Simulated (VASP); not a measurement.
Wanted: the native input for a VASP 6.6.1 run.

```yaml
Task: single point
Functional: PBEsol
Potentials_or_basis: VASP PAW PBE potentials, release 64 (Na_pv, I)
Cutoff: 520 eV
k_mesh: 6 × 6 × 6
Occupations: gaussian, width 0.05 eV
Spin: non-collinear spin, zero start, spin-orbit coupling
Starting_moments: "[[0.0, 0.0, 0.0], [0.0, 0.0, 0.0]] μB"
Dipole_correction: no
Further_INCAR_settings: ALGO = Normal; EDIFF = 1e-06; NBANDS = 26
```

The structure of NaI lies in POSCAR:

```
NaI
1.0
    0.0000000000      3.1926602613      3.1926602613
    3.1926602613      0.0000000000      3.1926602613
    3.1926602613      3.1926602613      0.0000000000
Na I
1 1
Direct
    0.0000000000      0.0000000000      0.0000000000
    0.5000000000      0.5000000000      0.5000000000
```

This cell differs from its parent crystal: volume scaled by 0.96.

One way to write it, as run:

INCAR

```
SYSTEM = NaI
ALGO = Normal ; EDIFF = 1E-6
ENCUT = 520 ; GGA = PS
GGA_COMPAT = .False. ; ISIF = 2
ISMEAR = 0 ; LASPH = .True.
LCHARG = .True. ; LORBIT = 11
LORBMOM = .True. ; LREAL = .False.
LSORBIT = .True. ; LVHAR = .True.
LWAVE = .False. ; MAGMOM = 0 0 0 0 0 0
NBANDS = 26 ; NELM = 150
PREC = Accurate ; SIGMA = 0.05
```

KPOINTS

```
k-points
0
Gamma
  6 6 6
  0 0 0
```

Potentials or basis: VASP PAW PBE potentials, release 64 (Na_pv, I).

Launch:

```console
$ cat potpaw_PBE.64/Na_pv/POTCAR potpaw_PBE.64/I/POTCAR > POTCAR
$ mpirun -np 1 vasp_ncl > vasp.out
```

It gave:

```json
{"Pressure": "0.2 GPa", "Net moment": "0.00 μB per cell", "Valence electrons inside the program's atomic spheres": "Na 6.02; I 4.34"}
```

Caveat: the PAW data sets were made with another functional, which shifts forces and pressure a little.

It took 100 s on 1 thread of Oxide Virtual Turin-like Processor (shared host), peak memory 0.36 GiB.
